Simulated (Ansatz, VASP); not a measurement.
## Hf: VASP beside Ansatz

INCAR

```
ALGO = Fast ; EDIFF = 1E-6
EDIFFG = -0.001 ; ENCUT = 600
GGA = CA ; IBRION = 2
ISIF = 3 ; ISMEAR = -1
LASPH = T ; LCHARG = F
LREAL = F ; LWAVE = F
NELM = 60 ; NSW = 80
PREC = Accurate ; SIGMA = 0.15
```

The input KPOINTS:

```
k-points
0
Gamma
  12 12 8
```

File POSCAR:

```
Hf
1.0
    3.1181299126      0.0000000028      0.0000000000
   -1.5590649587      2.7003797152      0.0000000000
    0.0000000000      0.0000000000      4.9468960064
Hf
2
Direct
    0.3333333333      0.6666666667      0.2500000000
    0.6666666667      0.3333333333      0.7500000000
```

Input for Ansatz:

```yaml
crystal:
  lattice:
    - [3.1181299126, 2.8e-09, 0.0]
    - [-1.5590649587, 2.7003797152, 0.0]
    - [0.0, 0.0, 4.9468960064]
  atoms:
    - { symbol: Hf, position: [0.3333333333, 0.6666666667, 0.25] }
    - { symbol: Hf, position: [0.6666666667, 0.3333333333, 0.75] }
basis:
  ecutwfc: 420
kpoints:
  mp_grid: { grid: [12, 12, 8] }
hamiltonian:
  xc: lda
  pseudopotentials: { kind: paw, azcp: { folder: soft_1 } }
scf:
  occupations: { method: fermi_dirac, width: 0.15 }
output:
  forces: true
  stress: true
  eigenvalues: true
relax:
  adjacent_minimum: "off"
  f_tol: 0.001
  max_steps: 60
  cell: { stress_tol: 0.01 }
```

Alike in both runs: task relaxation of cell and atoms; functional LDA; k mesh 12 × 12 × 8; occupations fermi-dirac, width 0.15 eV; no spin polarisation.

|  | VASP | Ansatz |
| --- | --- | --- |
| version | VASP 6.6.1 | Ansatz 0.2.0 |
| potentials or method | VASP PAW LDA potentials, release 64 (Hf_pv), cutoff 600 eV | scalar-relativistic, plane waves, PAW |
| valence electrons in the cell | 20 | 52 |

Ansatz gave:

```
gap on the k mesh at the Fermi level, each at its own relaxed structure (eV) : none
relaxed volume (Å³/atom)                                                     : 20.85
relaxed cell length with the largest relative difference (Å)                 : 3.116
```

Question: What did VASP give for the same quantities?

Answer: gap on the k mesh at the Fermi level, each at its own relaxed structure (eV): none; relaxed volume (Å³/atom): 20.87; relaxed cell length with the largest relative difference (Å): 3.117.

Ansatz warns that its potentials were made for another functional, while VASP's fit it. LDA's correlation is that of Perdew and Zunger in VASP and of Perdew and Wang (1992) in Ansatz. A gap of «none» marks a metal or a gap that the smearing closes. VASP's potentials hold 20 valence electrons a cell and Ansatz's 52, so a difference there can come from the potentials and not from the codes.

Neither program's run includes spin-orbit coupling.
